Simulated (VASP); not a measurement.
Input of a VASP 6.6.1 run:

Contents of INCAR:

```
ALGO = Normal
EDIFF = 1E-6
ENCUT = 520
GGA = PE
ISIF = 2
ISMEAR = -1
LASPH = True
LCHARG = False
LREAL = False
LWAVE = False
NBANDS = 16
NELM = 60
PREC = Accurate
SIGMA = 0.03
```

The input KPOINTS:

```
k-points
0
Gamma
  6 6 5
```

POSCAR

```
Se
1.0
    4.3661999489      0.0000000000      0.0000000000
   -2.1830999745      3.7812400738      0.0000000000
    0.0000000000      0.0000000000      4.9040640000
Se
3
Direct
    0.2254000000      0.0000000000      0.3333333333
    0.0000000000      0.2254000000      0.6666666667
    0.7746000000      0.7746000000      0.0000000000
```

Potentials or basis: VASP PAW PBE potentials, release 64 (Se).

Command:

```console
$ cat potpaw_PBE.64/Se/POTCAR > POTCAR
$ mpirun -np 1 vasp_std > vasp.out
```

(1) Predict the pressure.

(2) Predict the band gap on the k mesh.

Results:

(1) 3.8 GPa.

(2) 1.29 eV, indirect (least direct gap 1.60 eV).

Caveat: the cell differs from its parent crystal (zz strain of -1 %).
